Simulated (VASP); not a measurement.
# BP (F-43m) in VASP: further runs

BP is run at these levels: PBE, PBEsol; tasks: single point.

Program: VASP 6.6.1. These are calculated values, not measurements. Logs are shortened: lines on timing, memory, paths and dates and some standing lists are left out, and cuts for length are marked.

## 1. The cell of the first run

The structure is cubic, space group F-43m (No. 216). The conventional cell has a = 4.538 Å, b = 4.538 Å, c = 4.538 Å, α = 90.00°, β = 90.00°, γ = 90.00°. P (site symmetry -43m) has 4 B at 1.97 Å within 2.6 Å. Within 2.6 Å of B (site symmetry -43m) lie 4 P at 1.97 Å.

## 2. Single point, PBE

Contents of INCAR:

```
SYSTEM = BP
PREC = Accurate
ENCUT = 520
EDIFF = 1E-6
ISMEAR = -1
SIGMA = 0.05
LREAL = .False.
LASPH = .True.
NELM = 80
ALGO = Normal
ISIF = 2
LWAVE = .False.
LCHARG = .True.
GGA = PE
LELF = .True.
LVHAR = .True.
NBANDS = 11
```

Contents of KPOINTS:

```
Automatic mesh
0
Gamma
  18 18 18
  0 0 0
```

Contents of POSCAR:

```
BP
1.0
    0.0000000000      2.2690000000      2.2690000000
    2.2690000000      0.0000000000      2.2690000000
    2.2690000000      2.2690000000      0.0000000000
P B
1 1
Direct
    0.7500000000      0.7500000000      0.7500000000
    0.0000000000      0.0000000000      0.0000000000
```

Potentials or basis: VASP PAW PBE potentials, release 64 (P, B).

Command:

```sh
> cat potpaw_PBE.64/P/POTCAR potpaw_PBE.64/B/POTCAR > POTCAR
> mpirun -np 1 vasp_std > vasp.out
```

OUTCAR:

```text
SYSTEM = BP
   PREC = Accurate
   ENCUT = 520
   EDIFF = 1E-6
   ISMEAR = -1
   LREAL = .False.
   LASPH = .True.
   NELM = 80
   ISIF = 2
   GGA = PE

 ion  position               nearest neighbor table
   1  0.750  0.750  0.750-   2 1.97   2 1.97   2 1.97   2 1.97
   2  0.000  0.000  0.000-   1 1.97   1 1.97   1 1.97   1 1.97

  LATTYP: Found a face centered cubic cell.
 ALAT       =     4.5380000000

  Lattice vectors:

 A1 = (   0.0000000000,   2.2690000000,   2.2690000000)
 A2 = (   2.2690000000,   0.0000000000,   2.2690000000)
 A3 = (   2.2690000000,   2.2690000000,   0.0000000000)

Analysis of symmetry for initial positions (statically):
=====================================================================
 Subroutine PRICEL returns:
 Original cell was already a primitive cell.

 Routine SETGRP: Setting up the symmetry group for a
 face centered cubic supercell.

 Subroutine GETGRP returns: Found 24 space group operations
 (whereof 24 operations were pure point group operations)
 out of a pool of 48 trial point group operations.

The static configuration has the point symmetry T_d .

Analysis of symmetry for dynamics (positions and initial velocities):
=====================================================================
 Subroutine PRICEL returns:
 Original cell was already a primitive cell.

 Routine SETGRP: Setting up the symmetry group for a
 face centered cubic supercell.

 Subroutine GETGRP returns: Found 24 space group operations
 (whereof 24 operations were pure point group operations)
 out of a pool of 48 trial point group operations.

The dynamic configuration has the point symmetry T_d .

 Subroutine INISYM returns: Found 24 space group operations
 (whereof 24 operations are pure point group operations),
 and found     1 'primitive' translations

----------------------------------------------------------------------------------------

                                     Primitive cell

  volume of cell :      23.3633

  direct lattice vectors                    reciprocal lattice vectors
     0.000000000  2.269000000  2.269000000    -0.220361393  0.220361393  0.220361393
     2.269000000  0.000000000  2.269000000     0.220361393 -0.220361393  0.220361393
     2.269000000  2.269000000  0.000000000     0.220361393  0.220361393 -0.220361393

  length of vectors
     3.208850573  3.208850573  3.208850573     0.381677128  0.381677128  0.381677128

  position of ions in fractional coordinates (direct lattice)
     0.750000000  0.750000000  0.750000000
     0.000000000  0.000000000  0.000000000

  ion indices of the primitive-cell ions
   primitive index   ion index
                 1           1
                 2           2

----------------------------------------------------------------------------------------

 KPOINTS: Automatic mesh

Automatic generation of k-mesh.
 Grid dimensions read from file:
 generate k-points for:   18   18   18

 Generating k-lattice:

  Cartesian coordinates                     Fractional coordinates (reciprocal lattice)
    -0.012242300  0.012242300  0.012242300     0.055555556  0.000000000  0.000000000
     0.012242300 -0.012242300  0.012242300     0.000000000  0.055555556  0.000000000
     0.012242300  0.012242300 -0.012242300     0.000000000  0.000000000  0.055555556

  Length of vectors
     0.021204285  0.021204285  0.021204285

  Shift w.r.t. Gamma in fractional coordinates (k-lattice)
     0.000000000  0.000000000  0.000000000

 Subroutine IBZKPT returns following result:
 ===========================================

 Found    195 irreducible k-points:

 Following reciprocal coordinates:
            Coordinates               Weight
  0.000000  0.000000  0.000000      1.000000
  0.055556  0.000000  0.000000      8.000000
  0.111111  0.000000  0.000000      8.000000
  0.166667  0.000000  0.000000      8.000000
  0.222222  0.000000  0.000000      8.000000
  0.277778  0.000000  0.000000      8.000000
[... 16 lines left out ...]
 -0.277778  0.055556  0.000000     24.000000
 -0.222222  0.055556  0.000000     24.000000
 [... further k-points ...]
   k-points           NKPTS =    195   k-points in BZ     NKDIM =    195   number of bands    NBANDS=     11
   number of dos      NEDOS =    301   number of ions     NIONS =      2
   total plane-waves  NPLWV =  13824
   dimension x,y,z NGX =    24 NGY =   24 NGZ =   24
   dimension x,y,z NGXF=    48 NGYF=   48 NGZF=   48
   ions per type =               1   1
   NGX,Y,Z   is equivalent  to a cutoff of  12.43, 12.43, 12.43 a.u.
   NGXF,Y,Z  is equivalent  to a cutoff of  24.87, 24.87, 24.87 a.u.
 SYSTEM =  BP
   PREC   = accura    normal or accurate (medium, high low for compatibility)
   ISTART =      0    job   : 0-new  1-cont  2-samecut
   ICHARG =      2    charge: 1-file 2-atom 10-const
   ISPIN  =      1    spin polarized calculation?
   LNONCOLLINEAR =      F non collinear calculations
   LSORBIT =      F    spin-orbit coupling
   LASPH  =      T    aspherical Exc in radial PAW
   ENCUT  =  520.0 eV  38.22 Ry    6.18 a.u.   5.97  5.97  5.97*2*pi/ulx,y,z
   NELM   =     80;   NELMIN=  2; NELMDL= -5     # of ELM steps
   EDIFF  = 0.1E-05   stopping-criterion for ELM
   LREAL  =      F    real-space projection
   EDIFFG = 0.1E-04   stopping-criterion for IOM
   NSW    =      0    number of steps for IOM
   IBRION =     -1    ionic relax: 0-MD 1-quasi-New 2-CG
   NFREE  =      0    steps in history (QN), initial steepest desc. (CG)
   ISIF   =      2    stress and relaxation
   ISYM   =      2    0-nonsym 1-usesym 2-fastsym
   POTIM  = 0.5000    time-step for ionic-motion
   TEBEG  =    0.0;   TEEND  =   0.0 temperature during run
   PSTRESS=    0.0 pullay stress
   NELECT =       8.0000    total number of electrons
   NUPDOWN=      -1.0000    fix difference up-down
   EMIN   =  10.00;   EMAX   =-10.00  energy-range for DOS
[... 5 lines left out ...]
     AMIX     =   0.40;   BMIX     =  1.00
     AMIX_MAG =   1.60;   BMIX_MAG =  1.00
  volume/ion in A,a.u.               =      11.68        78.83
  Fermi-wavevector in a.u.,A,eV,Ry     =   1.145320  2.164342 17.847562  1.311759
  Thomas-Fermi vector in A             =   2.282009
   LORBIT       =      0    0 simple, 1 ext, 2 COOP (PROOUT), +10 PAW based schemes
   GGA     = PE    functional components
   LHFCALC =     F    Hartree Fock is set to
   AEXX    =    0.0000 exact exchange contribution
   IVDW    =     0    specifies the selected vdW correction
   LEPSILON=     F    determine dielectric tensor
   LRPA    =     F    only Hartree local field effects (RPA)
 non-spin polarized calculation
  energy-cutoff  :      520.00
  volume of cell :       23.36
 maximum number of plane-waves:       640
   NGX = 11   NGY = 11   NGZ = 11

 number of electron       8.0000000 magnetization

 Free energy of the ion-electron system (eV)
  ---------------------------------------------------
  ext. energy  EPLUGINS =         0.00000000
  ---------------------------------------------------
  free energy    TOTEN  =       -12.93079592 eV

  energy without entropy =      -12.93079590  energy(sigma->0) =      -12.93079591

 E-fermi :   8.0431     XC(G=0): -10.9073

 val. band max:        7.4327431139   @ k =   0.0000   0.0000   0.0000
 cond. band min:       8.6818936635   @ k =   0.3889   0.3889   0.0000
 fundamental gap:      1.2491505496
 Fermi energy:         8.0430543674

 k-point     1 :       0.0000    0.0000    0.0000
  band No.  band energies     occupation
      1      -8.0276      2.00000
      2       7.4327      1.99999
      3       7.4327      1.99999
      4       7.4327      1.99999
      5      10.8335      0.00000
      6      10.8335      0.00000
      7      10.8335      0.00000
      8      14.8070      0.00000
      9      18.9455      0.00000
     10      19.5615      0.00000
     11      19.5615      0.00000

 k-point     2 :       0.0556    0.0000    0.0000
  band No.  band energies     occupation
      1      -7.9719      2.00000
      2       6.9636      2.00000
      3       7.3318      2.00000
      4       7.3318      2.00000
      5      10.9726      0.00000
      6      10.9726      0.00000
      7      11.0294      0.00000
      8      14.9728      0.00000
      9      19.1323      0.00000
     10      19.2912      0.00000
     11      19.2912      0.00000

 k-point     3 :       0.1111    0.0000    0.0000
  band No.  band energies     occupation
      1      -7.8053      2.00000
      2       5.8901      2.00000
      3       7.0801      2.00000
      4       7.0801      2.00000
      5      11.3180      0.00000
      6      11.3218      0.00000
      7      11.3218      0.00000
      8      15.4417      0.00000
      9      18.7750      0.00000
     10      18.7750      0.00000
     11      19.6304      0.00000

 k-point     4 :       0.1667    0.0000    0.0000
  band No.  band energies     occupation
      1      -7.5298      2.00000
      2       4.5961      2.00000
      3       6.7676      2.00000
      4       6.7676      2.00000
      5      11.4540      0.00000
      6      11.7388      0.00000
      7      11.7388      0.00000
      8      16.0939      0.00000
      9      18.3747      0.00000
     10      18.3747      0.00000
     11      20.1855      0.00000

 k-point     5 :       0.2222    0.0000    0.0000
  band No.  band energies     occupation
      1      -7.1495      2.00000
      2       3.2514      2.00000
      3       6.4580      2.00000
      4       6.4580      2.00000
      5      11.4590      0.00000
      6      12.0828      0.00000
      7      12.0828      0.00000
      8      16.7571      0.00000
      9      18.2880      0.00000
     10      18.2880      0.00000
     11      20.4322      0.00000
[... 211 lines left out ...]
 k-point    21 :      -0.3889    0.0556    0.0000
  band No.  band energies     occupation
      1      -5.2653      2.00000
      2      -0.6754      2.00000
      3       5.3219      2.00000
      4       5.8117      2.00000
      5      11.4352      0.00000
      6      12.2517      0.00000
      7      12.3545      0.00000
      8      17.6202      0.00000
      9      19.9766      0.00000
     10      20.8453      0.00000
     11      22.2423      0.00000

 k-point    22 :      -0.3333    0.0556    0.0000
  band No.  band energies     occupation
      1      -5.8667      2.00000
      2       0.3531      2.00000
      3       5.3932      2.00000
      4       6.0286      2.00000
      5      11.5028      0.00000
      6      12.2251      0.00000
      7      12.4947      0.00000
      8      17.4091      0.00000
      9      18.8972      0.00000
     10      20.2720      0.00000
     11      21.5270      0.00000

 k-point    23 :      -0.2778    0.0556    0.0000
  band No.  band energies     occupation
      1      -6.4457      2.00000
      2       1.5439      2.00000
      3       5.5385      2.00000
      4       6.2954      2.00000
      5      11.5758      0.00000
      6      12.1453      0.00000
      7      12.5830      0.00000
      8      17.0226      0.00000
      9      18.0951      0.00000
     10      19.8313      0.00000
     11      20.9435      0.00000

 k-point    24 :      -0.2222    0.0556    0.0000
  band No.  band energies     occupation
      1      -6.9522      2.00000
      2       2.8293      2.00000
      3       5.7564      2.00000
      4       6.5983      2.00000
      5      11.6302      0.00000
      6      11.9433      0.00000
      7      12.5254      0.00000
      8      16.5731      0.00000
      9      17.6787      0.00000
     10      19.3804      0.00000
     11      20.7249      0.00000

 [... further k-points ...]
[... 5 lines left out ...]
  --------------------------------------------------------------------------------------
  -------------------------------------------------------------------------------------
  Total        0.1293141      0.1293141      0.1293141      0.0000000      0.0000000      0.0000000
  in kB        8.8679427      8.8679427      8.8679427      0.0000000      0.0000000      0.0000000
  external PRESSURE =       8.8679427 kB  Pullay stress =       0.0000000 kB

 VOLUME and BASIS-vectors are now :
 -----------------------------------------------------------------------------
  energy-cutoff  :      520.00
  volume of cell :       23.36
      direct lattice vectors                 reciprocal lattice vectors
     0.000000000  2.269000000  2.269000000    -0.220361393  0.220361393  0.220361393
     2.269000000  0.000000000  2.269000000     0.220361393 -0.220361393  0.220361393
     2.269000000  2.269000000  0.000000000     0.220361393  0.220361393 -0.220361393

 POSITION                                       TOTAL-FORCE (eV/Angst)
 -----------------------------------------------------------------------------------
      3.40350      3.40350      3.40350         0.000000      0.000000      0.000000
      0.00000      0.00000      0.00000        -0.000000     -0.000000     -0.000000
 -----------------------------------------------------------------------------------
    total drift:                               -0.000000     -0.000000     -0.000000

  FREE ENERGIE OF THE ION-ELECTRON SYSTEM (eV)
  ---------------------------------------------------
  free  energy   TOTEN  =       -12.9307959179 eV

  energy  without entropy=      -12.9307958979  energy(sigma->0) =      -12.93079591
```

Run time: 15 s. Hardware: 1 thread of Intel Xeon Platinum 8488C (Sapphire Rapids), shared host; peak memory 0.16 GiB.

Results:

```yaml
Free_energy: -12.9308 eV
Pressure: 0.9 GPa
Band_gap_on_the_k_mesh: 1.25 eV, indirect (least direct gap 3.40 eV)
```

Levels at points of the mesh, in eV from the valence-band top:
| k point | band 2 | band 3 | band 4 | band 5 | band 6 | band 7 |
| --- | --- | --- | --- | --- | --- | --- |
| (0.00, 0.00, 0.00) | 0.00 | 0.00 | 0.00 | 3.40 | 3.40 | 3.40 |
| (0.50, 0.00, 0.00) | -9.03 | -1.76 | -1.76 | 3.78 | 4.71 | 4.71 |
| (0.50, 0.50, 0.00) | -8.58 | -4.11 | -4.11 | 1.33 | 1.66 | 12.12 |

[end of part 1 of 2]
